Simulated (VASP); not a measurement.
# Ni (I4/mmm) in VASP: a series of runs

The runs below take Ni through single point, with PBE.

Program: VASP 6.6.1. These are calculated values, not measurements. Logs are shortened: lines on timing, memory, paths and dates and some standing lists are left out, and cuts for length are marked.

## Step 1: The cell of the first run

Symmetry: I4/mmm, No. 139, tetragonal system. Conventional cell: a = 2.830 Å, b = 2.830 Å, c = 2.646 Å, α = 90.00°, β = 90.00°, γ = 90.00°. Within 3.2 Å of Ni (site symmetry 4/mmm) lie 14 Ni at 2.40 to 2.83 Å.

## Step 2: Single point, PBE, collinear spin, ferromagnetic start

Contents of INCAR:

```
SYSTEM = Ni
  PREC = Accurate
  ENCUT = 520
  EDIFF = 1E-6
  ISMEAR = 0
  SIGMA = 0.1
  LREAL = .False.
  LASPH = .True.
  NELM = 150
  ALGO = Normal
  ISIF = 2
  LWAVE = .False.
  LCHARG = .False.
  ISPIN = 2
  MAGMOM = 2
  LORBIT = 11
  LMAXMIX = 4
  GGA = PE
  NBANDS = 15
```

Contents of KPOINTS:

```
regular mesh
0
Gamma
  10 10 10
  0 0 0
```

Contents of POSCAR:

```
Ni
1.0
   -1.4150689707      1.4150689707      1.3230261788
    1.4150689707     -1.4150689707      1.3230261788
    1.4150689707      1.4150689707     -1.3230261788
Ni
1
Direct
    0.0000000000      0.0000000000      0.0000000000
```

Potentials or basis: VASP PAW PBE potentials, release 64 (Ni).

The run is started by

```sh
cat potpaw_PBE.64/Ni/POTCAR > POTCAR
mpirun -np 1 vasp_std > vasp.out
```

OUTCAR:

```text
SYSTEM = Ni
   PREC = Accurate
   ENCUT = 520
   EDIFF = 1E-6
   ISMEAR = 0
   LREAL = .False.
   LASPH = .True.
   NELM = 150
   ISIF = 2
   ISPIN = 2
   LORBIT = 11
   GGA = PE

 ion  position               nearest neighbor table
   1  0.000  0.000  0.000-

  LATTYP: Found a body centered tetragonal cell.
 ALAT       =     2.8301379414
 C/A-ratio  =     0.9349552610

  Lattice vectors:

 A1 = (  -1.4150689707,   1.4150689707,   1.3230261788)
 A2 = (   1.4150689707,  -1.4150689707,   1.3230261788)
 A3 = (   1.4150689707,   1.4150689707,  -1.3230261788)

Analysis of symmetry for initial positions (statically):
=====================================================================
 Subroutine PRICEL returns:
 Original cell was already a primitive cell.

 Routine SETGRP: Setting up the symmetry group for a
 body centered tetragonal supercell.

 Subroutine GETGRP returns: Found 16 space group operations
 (whereof 16 operations were pure point group operations)
 out of a pool of 16 trial point group operations.

The static configuration has the point symmetry D_4h.

Analysis of symmetry for dynamics (positions and initial velocities):
=====================================================================
 Subroutine PRICEL returns:
 Original cell was already a primitive cell.

 Routine SETGRP: Setting up the symmetry group for a
 body centered tetragonal supercell.

 Subroutine GETGRP returns: Found 16 space group operations
 (whereof 16 operations were pure point group operations)
 out of a pool of 16 trial point group operations.

The dynamic configuration has the point symmetry D_4h.

Analysis of structural, dynamic, and magnetic symmetry:
=====================================================================
 Subroutine PRICEL returns:
 Original cell was already a primitive cell.

 Routine SETGRP: Setting up the symmetry group for a
 body centered tetragonal supercell.

 Subroutine GETGRP returns: Found 16 space group operations
 (whereof 16 operations were pure point group operations)
 out of a pool of 16 trial point group operations.

The overall configuration has the point symmetry D_4h.

 Subroutine INISYM returns: Found 16 space group operations
 (whereof 16 operations are pure point group operations),
 and found     1 'primitive' translations

----------------------------------------------------------------------------------------

                                     Primitive cell

  volume of cell :      10.5970

[... 126 lines left out ...]

 Free energy of the ion-electron system (eV)
  ---------------------------------------------------
  ext. energy  EPLUGINS =         0.00000000
  ---------------------------------------------------
  free energy    TOTEN  =        -5.37654627 eV

  energy without entropy =       -5.36805116  energy(sigma->0) =       -5.37229872

 E-fermi :   9.6195     XC(G=0): -13.4069

 val. band max:        9.6062295480   @ k =   0.3000   0.1000   0.0000
 cond. band min:       9.6213017737   @ k =  -0.4000   0.4000   0.4000
 fundamental gap:      0.0150722256
 Fermi energy:         9.6194666039

 spin component 1

 k-point     1 :       0.0000    0.0000    0.0000
  band No.  band energies     occupation
      1       0.5560      1.00000
      2       7.0123      1.00000
      3       7.3839      1.00000
      4       7.3839      1.00000
      5       8.4019      1.00000
      6       8.9464      1.00000
      7      35.6865      0.00000
      8      35.6865      0.00000
      9      37.5540      0.00000
     10      40.8018      0.00000
     11      41.6887      0.00000
     12      42.1556      0.00000
     13      42.2167      0.00000
     14      42.2167      0.00000
[... 403 lines left out ...]
      4       8.6780      1.00000
      5       8.8223      1.00000
      6      14.0079      0.00000
      7      17.6396      0.00000
      8      19.5448      0.00000
      9      29.2848      0.00000
     10      38.2167      0.00000
     11      40.7922      0.00000
     12      47.0504      0.00000
     13      50.8908      0.00000
     14      53.0109      0.00000
     15      56.0766      0.00000

 [... further k-points ...]

 spin component 2

 k-point     1 :       0.0000    0.0000    0.0000
  band No.  band energies     occupation
      1       0.5434      1.00000
      2       7.7676      1.00000
      3       8.0576      1.00000
      4       8.0576      1.00000
      5       9.0020      1.00000
      6       9.3788      0.99967
      7      35.5886      0.00000
      8      35.5886      0.00000
      9      37.4564      0.00000
     10      40.7705      0.00000
     11      41.8734      0.00000
     12      42.0583      0.00000
     13      42.3688      0.00000
     14      42.3688      0.00000
[... 403 lines left out ...]
      4       9.2846      1.00000
      5       9.4331      0.99579
      6      14.3194      0.00000
      7      17.8696      0.00000
      8      19.7348      0.00000
      9      29.3714      0.00000
     10      38.2074      0.00000
     11      40.7717      0.00000
     12      47.2269      0.00000
     13      50.9991      0.00000
     14      53.1481      0.00000
     15      56.8941      0.00000

 [... further k-points ...]

------------------------ aborting loop because EDIFF is reached ----------------------------------------

  FORCE on cell =-STRESS in cart. coord.  units (eV):
  Direction    XX          YY          ZZ          XY          YZ          ZX
  --------------------------------------------------------------------------------------
  -------------------------------------------------------------------------------------
  Total        0.6253894      0.6253894      0.2644091      0.0000000      0.0000000      0.0000000
  in kB       94.5534615     94.5534615     39.9763654      0.0000000      0.0000000      0.0000000
  external PRESSURE =      76.3610961 kB  Pullay stress =       0.0000000 kB

 VOLUME and BASIS-vectors are now :
 -----------------------------------------------------------------------------
  energy-cutoff  :      520.00
  volume of cell :       10.60
      direct lattice vectors                 reciprocal lattice vectors
    -1.415068971  1.415068971  1.323026179     0.000000000  0.353339668  0.377921471
     1.415068971 -1.415068971  1.323026179     0.353339668  0.000000000  0.377921471
     1.415068971  1.415068971 -1.323026179     0.353339668  0.353339668  0.000000000

 POSITION                                       TOTAL-FORCE (eV/Angst)
 -----------------------------------------------------------------------------------
      0.00000      0.00000      0.00000         0.000000      0.000000      0.000000
 -----------------------------------------------------------------------------------
    total drift:                                0.000000      0.000000      0.000000

  FREE ENERGIE OF THE ION-ELECTRON SYSTEM (eV)
  ---------------------------------------------------
  free  energy   TOTEN  =        -5.3765462712 eV

  energy  without entropy=       -5.3680511609  energy(sigma->0) =       -5.37229872

 total charge

# of ion       s       p       d       tot
------------------------------------------
    1        0.505   0.514   8.344   9.362

 magnetization (x)

# of ion       s       p       d       tot
------------------------------------------
    1       -0.005  -0.018   0.610   0.587
```

Run time: 24 s. Hardware: 1 thread of Intel Xeon Platinum 8488C (Sapphire Rapids), shared host; peak memory 0.14 GiB.

Results:

| Item | Value |
| --- | --- |
| Free energy | -5.3765 eV |
| Pressure | 7.6 GPa |
| Net moment | 0.58 μB per cell |
| Site moments | Ni +0.59 μB |
| Valence electrons inside the program's atomic spheres | Ni 9.36 |

Stress tensor (GPa, compression positive):
```
9.46 0.00 0.00
0.00 9.46 0.00
0.00 0.00 4.00
```

Levels at points of the mesh, in eV from the Fermi level:
Spin up:
```tsv
k point	band 3	band 4	band 5	band 6	band 7	band 8
(0.00, 0.00, 0.00)	-2.24	-2.24	-1.22	-0.67	26.07	26.07
(0.50, 0.00, 0.00)	-0.92	-0.67	-0.06	0.46	6.97	18.83
(0.50, 0.50, 0.00)	-1.32	-0.78	-0.11	-0.09	6.16	20.55
(0.50, 0.50, 0.50)	-0.31	-0.31	-0.23	9.07	9.07	11.86
```
Spin down:
| k point | band 3 | band 4 | band 5 | band 6 | band 7 | band 8 |
| --- | --- | --- | --- | --- | --- | --- |
| (0.00, 0.00, 0.00) | -1.56 | -1.56 | -0.62 | -0.24 | 25.97 | 25.97 |
| (0.50, 0.00, 0.00) | -0.43 | -0.03 | 0.43 | 0.77 | 7.31 | 18.78 |
| (0.50, 0.50, 0.00) | -0.66 | -0.35 | -0.15 | 0.67 | 6.58 | 20.47 |
| (0.50, 0.50, 0.50) | 0.45 | 0.45 | 0.64 | 9.10 | 9.10 | 11.90 |

## Step 3: Single point, PBE, collinear spin, ferromagnetic start

Contents of INCAR:

```
SYSTEM = Ni
  PREC = Accurate
  ENCUT = 590
  EDIFF = 1E-6
  ISMEAR = 0
  SIGMA = 0.1
  LREAL = .False.
  LASPH = .True.
  NELM = 200
  ALGO = Normal
  ISIF = 2
  LWAVE = .False.
  LCHARG = .False.
  ISPIN = 2
  MAGMOM = 2
  LORBIT = 11
  LMAXMIX = 4
  GGA = PE
  NBANDS = 19
  GGA_COMPAT = .False.
```

KPOINTS is that of step 2.

POSCAR is that of step 2.

Potentials or basis: VASP PAW PBE potentials, release 64 (Ni_sv_GW).

The run is started by

```sh
cat potpaw_PBE.64/Ni_sv_GW/POTCAR > POTCAR
mpirun -np 1 vasp_std > vasp.out
```

It took 45 s on 1 thread of Intel Xeon Platinum 8375C at 2.90GHz (Ice Lake), shared host; peak memory 0.17 GiB.

Results (log left out):

```yaml
Free_energy: -6.3202 eV
Pressure: 4.0 GPa
Net_moment: 0.60 μB per cell
Site_moments: Ni +0.64 μB
Valence_electrons_inside_the_program's_atomic_spheres: Ni 16.39
```

Stress tensor (GPa, compression positive):
```
 6.07  0.00  0.00
 0.00  6.07  0.00
 0.00  0.00 -0.22
```

Levels at points of the mesh, in eV from the Fermi level:
Spin up:
| k point | band 5 | band 6 | band 7 | band 8 | band 9 | band 10 | band 11 | band 12 | band 13 | band 14 |
| --- | --- | --- | --- | --- | --- | --- | --- | --- | --- | --- |
| (0.00, 0.00, 0.00) | -9.18 | -2.65 | -2.27 | -2.27 | -1.25 | -0.69 | 25.81 | 25.81 | 27.66 | 30.81 |
| (0.50, 0.00, 0.00) | -4.81 | -3.51 | -0.94 | -0.70 | -0.07 | 0.36 | 6.90 | 18.68 | 19.66 | 23.38 |
| (0.50, 0.50, 0.00) | -4.88 | -3.06 | -1.35 | -0.80 | -0.20 | -0.10 | 6.10 | 20.37 | 21.85 | 25.05 |
| (0.50, 0.50, 0.50) | -4.42 | -4.39 | -0.32 | -0.32 | -0.25 | 8.97 | 8.97 | 11.75 | 15.14 | 16.10 |
Spin down:
```
           k point  band 6  band 7  band 8  band 9  band 10  band 11  band 12  band 13
(0.00, 0.00, 0.00)   -1.86   -1.57   -1.57   -0.61    -0.23    25.71    25.71    27.56
(0.50, 0.00, 0.00)   -2.84   -0.43   -0.02    0.33     0.79     7.27    18.62    19.75
(0.50, 0.50, 0.00)   -2.42   -0.65   -0.34   -0.24     0.70     6.54    20.29    21.97
(0.50, 0.50, 0.50)   -3.98    0.46    0.46    0.66     8.99     8.99    11.79    15.24
```
